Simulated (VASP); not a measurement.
The system is MnO.

```
Mn O
1.0
     0.00000    2.20898    2.20898
     2.20898    0.00000    2.20898
     2.20898    2.20898    0.00000
Mn O
1 1
Direct
  0.00000 0.00000 0.00000
  0.50000 0.50000 0.50000
```

Base run:

- Program: VASP 6.6.1
- Functional: HSE06
- Potentials or basis: VASP PAW PBE potentials, release 64 (Mn_pv, O)
- Cutoff: 520 eV
- k mesh: 6 × 6 × 6
- Occupations: fermi-dirac, width 0.05 eV
- Spin: collinear spin, ferromagnetic start
- Starting moments: [4.0, 0.0] μB

Its results: band gap on the k mesh 1.28 eV (least direct gap 4.21 eV); pressure 5.0 GPa; net moment 5.00 μB per cell; site moments Mn +4.58; O +0.20 μB.

Q: The run is repeated on the same cell with these changes: k mesh from 6 × 6 × 6 to 5 × 5 × 5; further incar settings from ALGO = Normal; EDIFF = 1e-07; NBANDS = 20 to ALGO = Normal; EDIFF = 1e-06; NBANDS = 20. What comes out?

A: Band gap on the k mesh 1.49 eV (least direct gap 4.22 eV); pressure 5.0 GPa; net moment 5.00 μB per cell; site moments Mn +4.58; O +0.20 μB.

Caveats: some runs use coarse meshes; the PAW data sets were made with another functional, which shifts forces and pressure a little; a cell with one magnetic atom can't hold antiferromagnetic order, which such compounds often take; the cell stands under pressure (at least some runs); an odd mesh through Γ misses points on the zone boundary, where band edges can lie (at least some runs).
